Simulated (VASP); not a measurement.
CuI:

```xyz
4
Lattice="4.0229 0.0000 0.0000 0.0000 4.0229 0.0000 0.0000 0.0000 5.6506" Properties=species:S:1:pos:R:3 pbc="T T T"
Cu    0.0000    0.0000    0.0000
Cu    2.0114    2.0114    0.0000
I     0.0000    2.0114    1.6460
I     2.0114    0.0000    4.0046
```

- Program: VASP 6.6.1
- Task: relaxation of cell and atoms
- Functional: BLYP
- Dispersion: D3(BJ)
- Potentials or basis: VASP PAW PBE potentials, release 64 (Cu, I)
- Cutoff: 600 eV
- k mesh: 4 × 4 × 4
- Occupations: gaussian, width 0.01 eV
- Spin: no spin polarisation

At the start: pressure 4.8 GPa; volume 22.86 Å³/atom.

Question: Where does the relaxation end?

Answer: Over 15 steps the energy falls by 26.5 meV/atom and the volume is 24.95 Å³/atom (+9.1 %); space group P4/nmm (No. 129, to 0.1 Å) before and after.

The path:
```tsv
step	energy change (eV)	largest force (eV/Å)	pressure (GPa)	volume (Å³)
1	0.0000	0.5095	4.76	91.45
2	-0.0786	0.4436	-1.43	100.73
3	-0.0958	0.1901	0.13	97.74
4	-0.0958	0.1781	0.23	97.61
5	-0.0990	0.1320	0.18	98.03
6	-0.1029	0.0451	0.11	98.84
7	-0.1020	0.1199	-0.01	100.47
8	-0.1039	0.0278	0.06	99.53
9	-0.1046	0.0042	-0.10	99.86
10	-0.1048	0.0385	-0.29	100.21
11	-0.1052	0.0342	-0.23	100.16
12	-0.1059	0.0230	-0.17	100.00
13	-0.1056	0.0015	0.04	99.67
14	-0.1061	0.0136	-0.07	99.88
15	-0.1061	0.0043	-0.04	99.80
```

Final structure:
```
Cu I
1.0
     4.09069    0.00000    0.00000
     0.00000    4.09069    0.00000
     0.00000    0.00000    5.96389
Cu I
2 2
Direct
  0.00000 0.00000 0.00000
  0.50000 0.50000 0.00000
  0.00000 0.50000 0.28693
  0.50000 0.00000 0.71307
```

Caveat: the PAW data sets were made with another functional, which shifts forces and pressure a little.
